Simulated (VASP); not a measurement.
# LiH (R3m) in VASP: a series of runs, part 2 of 2

VASP 6.6.1.

## Step 4: Single point, r2SCAN (strain along [111] -0.5%)

Contents of POSCAR:

```
LiH
1.0
   -0.0071504067      2.1379716032      2.1379716032
    2.1379716032     -0.0071504067      2.1379716032
    2.1379716032      2.1379716032     -0.0071504067
Li H
1 1
Direct
   -0.0002057825     -0.0002057825     -0.0002057825
    0.2502057825      0.2502057825      0.2502057825
```

Contents of INCAR.step1:

```
PREC = Accurate
ENCUT = 520
ISMEAR = 0
SIGMA = 0.01
LREAL = F
LASPH = T
NELM = 60
NBANDS = 9
GGA = PE
ALGO = Normal
EDIFF = 1E-4
LWAVE = T
LCHARG = F
```

Contents of INCAR.step2:

```
PREC = Accurate
ENCUT = 520
EDIFF = 1E-6
ISMEAR = 0
SIGMA = 0.01
LREAL = F
LASPH = T
NELM = 60
ALGO = Normal
ISIF = 2
LWAVE = F
LCHARG = F
METAGGA = R2SCAN
LMIXTAU = T
NBANDS = 9
ISTART = 1
```

Contents of KPOINTS:

```
regular mesh
0
Gamma
  10 10 10
```

Potentials or basis: VASP PAW PBE potentials, release 64 (Li_sv, H).

Command:

```console
> cat potpaw_PBE.64/Li_sv/POTCAR potpaw_PBE.64/H/POTCAR > POTCAR
> cp INCAR.step1 INCAR
> mpirun -np 1 vasp_std > vasp.out
> cp INCAR.step2 INCAR
> mpirun -np 1 vasp_std > vasp.out
```

OUTCAR:

```text
PREC = Accurate
   ENCUT = 520
   EDIFF = 1E-6
   ISMEAR = 0
   LREAL = F
   LASPH = T
   NELM = 60
   ISIF = 2
   METAGGA = R2SCAN
   ISTART = 1

 ion  position               nearest neighbor table
   1  1.000  1.000  1.000-
   2  0.250  0.250  0.250-

  LATTYP: Found a trigonal (rhomboedric) cell.
 ALAT       =     3.0235568922
 COS(alpha) =     0.4966527407

  Lattice vectors:

 A1 = (  -0.0071504067,   2.1379716032,   2.1379716032)
 A2 = (   2.1379716032,  -0.0071504067,   2.1379716032)
 A3 = (   2.1379716032,   2.1379716032,  -0.0071504067)

Analysis of symmetry for initial positions (statically):
=====================================================================
 Subroutine PRICEL returns:
 Original cell was already a primitive cell.

 Routine SETGRP: Setting up the symmetry group for a
 trigonal (rhombohedral) supercell.

 Subroutine GETGRP returns: Found  6 space group operations
 (whereof  6 operations were pure point group operations)
 out of a pool of 12 trial point group operations.

The static configuration has the point symmetry C_3v.

Analysis of symmetry for dynamics (positions and initial velocities):
=====================================================================
 Subroutine PRICEL returns:
 Original cell was already a primitive cell.

 Routine SETGRP: Setting up the symmetry group for a
 trigonal (rhombohedral) supercell.

 Subroutine GETGRP returns: Found  6 space group operations
 (whereof  6 operations were pure point group operations)
 out of a pool of 12 trial point group operations.

The dynamic configuration has the point symmetry C_3v.

 Subroutine INISYM returns: Found  6 space group operations
 (whereof  6 operations are pure point group operations),
 and found     1 'primitive' translations

----------------------------------------------------------------------------------------

                                     Primitive cell

  volume of cell :      19.6431

  direct lattice vectors                    reciprocal lattice vectors
    -0.007150407  2.137971603  2.137971603    -0.232696544  0.233477405  0.233477405
     2.137971603 -0.007150407  2.137971603     0.233477405 -0.232696544  0.233477405
     2.137971603  2.137971603 -0.007150407     0.233477405  0.233477405 -0.232696544

  length of vectors
     3.023556892  3.023556892  3.023556892     0.403944401  0.403944401  0.403944401

  position of ions in fractional coordinates (direct lattice)
     0.999794218  0.999794218  0.999794218
     0.250205782  0.250205782  0.250205782

  ion indices of the primitive-cell ions
   primitive index   ion index
                 1           1
                 2           2

----------------------------------------------------------------------------------------

 KPOINTS: regular mesh

Automatic generation of k-mesh.
 Grid dimensions read from file:
 generate k-points for:   10   10   10

 Generating k-lattice:

  Cartesian coordinates                     Fractional coordinates (reciprocal lattice)
    -0.023269654  0.023347741  0.023347741     0.100000000  0.000000000  0.000000000
     0.023347741 -0.023269654  0.023347741     0.000000000  0.100000000  0.000000000
     0.023347741  0.023347741 -0.023269654     0.000000000  0.000000000  0.100000000

  Length of vectors
     0.040394440  0.040394440  0.040394440

  Shift w.r.t. Gamma in fractional coordinates (k-lattice)
     0.000000000  0.000000000  0.000000000

 Subroutine IBZKPT returns following result:
 ===========================================

 Found    116 irreducible k-points:

 Following reciprocal coordinates:
            Coordinates               Weight
  0.000000  0.000000  0.000000      1.000000
  0.100000  0.000000  0.000000      6.000000
  0.200000  0.000000  0.000000      6.000000
  0.300000  0.000000  0.000000      6.000000
  0.400000  0.000000 -0.000000      6.000000
  0.500000  0.000000  0.000000      3.000000
[... 16 lines left out ...]
  0.300000  0.300000  0.000000      6.000000
  0.400000  0.300000 -0.000000     12.000000
 [... further k-points ...]
   k-points           NKPTS =    116   k-points in BZ     NKDIM =    116   number of bands    NBANDS=      9
   number of dos      NEDOS =    301   number of ions     NIONS =      2
   total plane-waves  NPLWV =  13824
   dimension x,y,z NGX =    24 NGY =   24 NGZ =   24
   dimension x,y,z NGXF=    48 NGYF=   48 NGZF=   48
   ions per type =               1   1
   NGX,Y,Z   is equivalent  to a cutoff of  13.20, 13.20, 13.20 a.u.
   NGXF,Y,Z  is equivalent  to a cutoff of  26.39, 26.39, 26.39 a.u.
 SYSTEM =  unknown system
   PREC   = accura    normal or accurate (medium, high low for compatibility)
   ISTART =      1    job   : 0-new  1-cont  2-samecut
   ICHARG =      0    charge: 1-file 2-atom 10-const
   ISPIN  =      1    spin polarized calculation?
   LNONCOLLINEAR =      F non collinear calculations
   LSORBIT =      F    spin-orbit coupling
   LASPH  =      T    aspherical Exc in radial PAW
   ENCUT  =  520.0 eV  38.22 Ry    6.18 a.u.   5.62  5.62  5.62*2*pi/ulx,y,z
   NELM   =     60;   NELMIN=  2; NELMDL=  0     # of ELM steps
   EDIFF  = 0.1E-05   stopping-criterion for ELM
   LREAL  =      F    real-space projection
   EDIFFG = 0.1E-04   stopping-criterion for IOM
   NSW    =      0    number of steps for IOM
   IBRION =     -1    ionic relax: 0-MD 1-quasi-New 2-CG
   NFREE  =      0    steps in history (QN), initial steepest desc. (CG)
   ISIF   =      2    stress and relaxation
   ISYM   =      2    0-nonsym 1-usesym 2-fastsym
   POTIM  = 0.5000    time-step for ionic-motion
   TEBEG  =    0.0;   TEEND  =   0.0 temperature during run
   PSTRESS=    0.0 pullay stress
   NELECT =       4.0000    total number of electrons
   NUPDOWN=      -1.0000    fix difference up-down
   EMIN   =  10.00;   EMAX   =-10.00  energy-range for DOS
   EFERMI =   0.00;   METHOD = LEGACY
   ISMEAR =     0;   SIGMA  =   0.01  broadening in eV -4-tet -1-fermi 0-gaus
   EFERMI_NEDOS =   21; number of points for ismear=-14 and -15
   IALGO  =     38    algorithm
   IMIX   =      4    mixing-type and parameters
     AMIX     =   0.40;   BMIX     =  1.00
     AMIX_MAG =   1.60;   BMIX_MAG =  1.00
  volume/ion in A,a.u.               =       9.82        66.28
  Fermi-wavevector in a.u.,A,eV,Ry     =   0.963145  1.820081 12.621429  0.927649
  Thomas-Fermi vector in A             =   2.092665
   LORBIT       =      0    0 simple, 1 ext, 2 COOP (PROOUT), +10 PAW based schemes
   METAGGA = R2SCAN    functional components
   LHFCALC =     F    Hartree Fock is set to
   AEXX    =    0.0000 exact exchange contribution
   IVDW    =     0    specifies the selected vdW correction
   LEPSILON=     F    determine dielectric tensor
   LRPA    =     F    only Hartree local field effects (RPA)
 non-spin polarized calculation
 Gauss-broadening in eV      SIGMA  =   0.01
  energy-cutoff  :      520.00
  volume of cell :       19.64
 maximum number of plane-waves:       544
   NGX = 11   NGY = 11   NGZ = 11

 number of electron       3.9999993 magnetization

 Free energy of the ion-electron system (eV)
  ---------------------------------------------------
  ext. energy  EPLUGINS =         0.00000000
  ---------------------------------------------------
  free energy    TOTEN  =        -6.71031728 eV

  energy without entropy =       -6.71031728  energy(sigma->0) =       -6.71031728

 E-fermi :  -1.8221     XC(G=0):  -7.9785

 val. band max:       -1.9695904262   @ k =  -0.3000   0.5000   0.2000
 cond. band min:       2.8530648594   @ k =   0.5000   0.0000   0.0000
 fundamental gap:      4.8226552856
 Fermi energy:        -1.8220639791

 k-point     1 :       0.0000    0.0000    0.0000
  band No.  band energies     occupation
      1     -46.6499      2.00000
      2      -5.6305      2.00000
      3      12.2303      0.00000
      4      16.9458      0.00000
      5      16.9458      0.00000
      6      17.0707      0.00000
      7      18.5931      0.00000
      8      18.5931      0.00000
      9      18.7404      0.00000

 k-point     2 :       0.1000    0.0000    0.0000
  band No.  band energies     occupation
      1     -46.6478      2.00000
      2      -5.4712      2.00000
      3      11.1473      0.00000
      4      15.4195      0.00000
      5      16.1501      0.00000
      6      16.2557      0.00000
      7      19.6710      0.00000
      8      19.7981      0.00000
      9      21.7020      0.00000
[... 253 lines left out ...]
 k-point    24 :       0.4000    0.3000   -0.0000
  band No.  band energies     occupation
      1     -46.6255      2.00000
      2      -3.2159      2.00000
      3       6.4079      0.00000
      4       9.6627      0.00000
      5      10.5801      0.00000
      6      12.3383      0.00000
      7      18.0537      0.00000
      8      26.7790      0.00000
      9      27.5609      0.00000

 [... further k-points ...]
[... 5 lines left out ...]
  --------------------------------------------------------------------------------------
  -------------------------------------------------------------------------------------
  Total       -0.0054336     -0.0054336     -0.0054336      0.0168187      0.0168187      0.0168187
  in kB       -0.4431895     -0.4431895     -0.4431895      1.3718111      1.3718111      1.3718111
  external PRESSURE =      -0.4431895 kB  Pullay stress =       0.0000000 kB

 VOLUME and BASIS-vectors are now :
 -----------------------------------------------------------------------------
  energy-cutoff  :      520.00
  volume of cell :       19.64
      direct lattice vectors                 reciprocal lattice vectors
    -0.007150407  2.137971603  2.137971603    -0.232696544  0.233477405  0.233477405
     2.137971603 -0.007150407  2.137971603     0.233477405 -0.232696544  0.233477405
     2.137971603  2.137971603 -0.007150407     0.233477405  0.233477405 -0.232696544

 POSITION                                       TOTAL-FORCE (eV/Angst)
 -----------------------------------------------------------------------------------
      4.26791      4.26791      4.26791         0.004265      0.004265      0.004265
      1.06808      1.06808      1.06808        -0.004265     -0.004265     -0.004265
 -----------------------------------------------------------------------------------
    total drift:                                0.012115      0.012115      0.012115

  FREE ENERGIE OF THE ION-ELECTRON SYSTEM (eV)
  ---------------------------------------------------
  free  energy   TOTEN  =        -6.7103172840 eV

  energy  without entropy=       -6.7103172840  energy(sigma->0) =       -6.71031728
```

OUTCAR.step1:

```text
PREC = Accurate
   ENCUT = 520
   ISMEAR = 0
   LREAL = F
   LASPH = T
[... 509 lines left out ...]
 -----------------------------------------------------------------------------------
      4.26791      4.26791      4.26791        -0.001603     -0.001603     -0.001603
      1.06808      1.06808      1.06808         0.001603      0.001603      0.001603
 -----------------------------------------------------------------------------------
    total drift:                               -0.000075     -0.000075     -0.000075

  FREE ENERGIE OF THE ION-ELECTRON SYSTEM (eV)
  ---------------------------------------------------
  free  energy   TOTEN  =        -6.0305490073 eV

  energy  without entropy=       -6.0305490073  energy(sigma->0) =       -6.03054901
```

OSZICAR.step1:

```text
N       E                     dE             d eps       ncg     rms          rms(c)
DAV:   1    -0.945295942697E+00   -0.94530E+00   -0.13658E+03  2096   0.387E+02
DAV:   2    -0.627939368221E+01   -0.53341E+01   -0.52975E+01  2930   0.567E+01
DAV:   3    -0.637323744754E+01   -0.93844E-01   -0.93806E-01  2511   0.644E+00
DAV:   4    -0.637397198658E+01   -0.73454E-03   -0.73442E-03  2799   0.490E-01
DAV:   5    -0.637397729907E+01   -0.53125E-05   -0.53124E-05  2544   0.332E-02    0.331E+00
DAV:   6    -0.610161223244E+01    0.27237E+00   -0.26084E-01  2213   0.143E+00    0.162E+00
DAV:   7    -0.602519031689E+01    0.76422E-01   -0.29408E-01  2323   0.172E+00    0.290E-01
DAV:   8    -0.603057808702E+01   -0.53878E-02   -0.11640E-02  2409   0.544E-01    0.525E-02
DAV:   9    -0.603054900726E+01    0.29080E-04   -0.23943E-04  2696   0.705E-02
   1 F= -.60305490E+01 E0= -.60305490E+01  d E =-.828425-116
```

It took 26 s on 1 thread of Intel Xeon 6975P-C (Granite Rapids), shared host; peak memory 0.14 GiB.

What came out:

- Free energy: -6.7103 eV
- Largest force: 0.007 eV/Å
- Band gap on the k mesh: 4.82 eV, indirect (least direct gap 5.85 eV)

Forces on the atoms (eV/Å):
```
Li   0.004  0.004  0.004
H   -0.004 -0.004 -0.004
```

Levels at points of the mesh, in eV from the valence-band top:
| k point | band 1 | band 2 | band 3 | band 4 | band 5 | band 6 | band 7 |
| --- | --- | --- | --- | --- | --- | --- | --- |
| (0.00, 0.00, 0.00) | -44.68 | -3.66 | 14.20 | 18.92 | 18.92 | 19.04 | 20.56 |
| (0.50, 0.00, 0.00) | -44.66 | -1.04 | 4.82 | 16.31 | 16.36 | 17.43 | 19.96 |
| (0.50, 0.50, 0.00) | -44.65 | -0.30 | 7.89 | 10.82 | 11.55 | 11.65 | 20.08 |
| (0.50, 0.50, 0.50) | -44.66 | -1.00 | 4.85 | 16.25 | 16.25 | 17.39 | 19.91 |

Caveat: the cell differs from its parent crystal (strain along [111] -0.5%); the cutoff is under 1.25 times the usual one of these potentials, so pressure, stress and relaxed cells hold a basis-set (Pulay) error; the PAW data sets were made with another functional, which shifts forces and pressure a little.

## Step 5: Single point, r2SCAN (epitaxial 111 strain +3.2%)

Contents of POSCAR:

```
LiH
1.0
   -0.0551528109      2.1579695667      2.1579695667
    2.1579695667     -0.0551528109      2.1579695667
    2.1579695667      2.1579695667     -0.0551528109
Li H
1 1
Direct
   -0.0019505792     -0.0019505792     -0.0019505792
    0.2519505792      0.2519505792      0.2519505792
```

Contents of INCAR.step1:

```
SYSTEM = LiH
PREC = Accurate ; ENCUT = 520
ISMEAR = 0 ; SIGMA = 0.01
LREAL = .FALSE. ; LASPH = .TRUE.
NELM = 60 ; NBANDS = 9
GGA = PE ; ALGO = Normal
EDIFF = 1E-4 ; LWAVE = .TRUE.
LCHARG = .FALSE.
```

Contents of INCAR.step2:

```
SYSTEM = LiH
PREC = Accurate ; ENCUT = 520
EDIFF = 1E-7 ; ISMEAR = 0
SIGMA = 0.01 ; LREAL = .FALSE.
LASPH = .TRUE. ; NELM = 60
ALGO = Normal ; ISIF = 2
LWAVE = .FALSE. ; LCHARG = .FALSE.
METAGGA = R2SCAN ; LMIXTAU = .TRUE.
NBANDS = 9 ; ISTART = 1
```

Contents of KPOINTS:

```
regular mesh
0
G
  10 10 10
  0 0 0
```

Command:

```console
> cat potpaw_PBE.64/Li_sv/POTCAR potpaw_PBE.64/H/POTCAR > POTCAR
> cp INCAR.step1 INCAR
> mpirun -np 1 vasp_std > vasp.out
> cp INCAR.step2 INCAR
> mpirun -np 1 vasp_std > vasp.out
```

It took 30 s on 1 thread of Intel Xeon 6975P-C (Granite Rapids), shared host; peak memory 0.14 GiB.

It converged, with:

* Free energy: -6.7013 eV
* Largest force: 0.007 eV/Å
* Band gap on the k mesh: 4.69 eV, indirect (least direct gap 5.62 eV)

Forces on the atoms (eV/Å):
```
Li   0.004  0.004  0.004
H   -0.004 -0.004 -0.004
```

Levels at points of the mesh, in eV from the valence-band top:
| k point | band 1 | band 2 | band 3 | band 4 | band 5 | band 6 | band 7 |
| --- | --- | --- | --- | --- | --- | --- | --- |
| (0.00, 0.00, 0.00) | -44.84 | -3.52 | 13.56 | 18.01 | 18.01 | 18.97 | 19.59 |
| (0.50, 0.00, 0.00) | -44.82 | -1.05 | 4.69 | 15.74 | 16.06 | 16.87 | 19.26 |
| (0.50, 0.50, 0.00) | -44.81 | -0.27 | 7.68 | 10.50 | 10.91 | 11.65 | 19.29 |
| (0.50, 0.50, 0.50) | -44.82 | -0.75 | 4.86 | 15.33 | 15.33 | 16.51 | 18.88 |

Caveat: the cell differs from its parent crystal (epitaxial 111 strain +3.2%); the cutoff is under 1.25 times the usual one of these potentials, so pressure, stress and relaxed cells hold a basis-set (Pulay) error; the PAW data sets were made with another functional, which shifts forces and pressure a little. A k mesh can miss the band edges.

## Step 6: Summary

| level | cell | smearing | gap on the mesh (eV) | largest force (eV/Å) |
| --- | --- | --- | --- | --- |
| PBE | a = 3.024 Å, angles 60.2°, 2 atoms | fermi-dirac 0.02 eV | 4.24 | - |
| PBE | a = 3.052 Å, angles 61.7°, 2 atoms | fermi-dirac 0.02 eV | 4.11 | - |
| r2SCAN | a = 3.024 Å, angles 60.2°, 2 atoms | gaussian 0.01 eV | 4.82 | 0.01 |
| r2SCAN | a = 3.052 Å, angles 61.7°, 2 atoms | gaussian 0.01 eV | 4.69 | 0.01 |

Alike in all rows: task single point; potentials or basis VASP PAW PBE potentials, release 64 (Li_sv, H); no spin polarisation; k mesh 10 × 10 × 10; cutoff (eV) 520.

Caveats: the cutoff is under 1.25 times the usual one of these potentials, so pressure, stress and relaxed cells hold a basis-set (Pulay) error; the PAW data sets were made with another functional, which shifts forces and pressure a little (some runs).

Total energies depend on the potentials used, so only differences within one code and one set of settings carry meaning.
